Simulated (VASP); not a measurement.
BN, 4 atoms in the cell. It takes space group P6_3/mmc (No. 194, hexagonal). Conventional cell: a = 2.500 Å, b = 2.500 Å, c = 6.884 Å, α = 90.00°, β = 90.00°, γ = 120.00°. Within 1.9 Å of B (site symmetry -6m2) lie 3 N at 1.44 Å. Within 1.9 Å of N (site symmetry -6m2) lie 3 B at 1.44 Å. 

| Quantity | Value |
| --- | --- |
| Program | VASP 6.6.1 |
| Task | single point |
| Functional | r2SCAN |
| Potentials or basis | VASP PAW PBE potentials, release 64 (B, N) |
| Cutoff | 520 eV |
| k mesh | 12 × 12 × 4 |
| Occupations | gaussian, width 0.02 eV |
| Spin | no spin polarisation |
| Dipole correction | no |
| Further INCAR settings | ALGO = Normal; EDIFF = 1e-06; NBANDS = 16 |

Potentials or basis: VASP PAW PBE potentials, release 64 (B, N).

Launch:

```console
$ cat potpaw_PBE.64/B/POTCAR potpaw_PBE.64/N/POTCAR > POTCAR
$ cp INCAR.step1 INCAR
$ mpirun -np 1 vasp_std > vasp.out
$ cp INCAR.step2 INCAR
$ mpirun -np 1 vasp_std > vasp.out
```

Hardware: 1 thread of AMD EPYC 9R45 96-Core Processor (Zen 5), on a shared host.

Q: How long does it take, and how much memory?

A: It took 74 s on 1 thread of AMD EPYC 9R45 96-Core Processor (Zen 5), on a shared host, peak memory 0.14 GiB. Counts: k points 57.
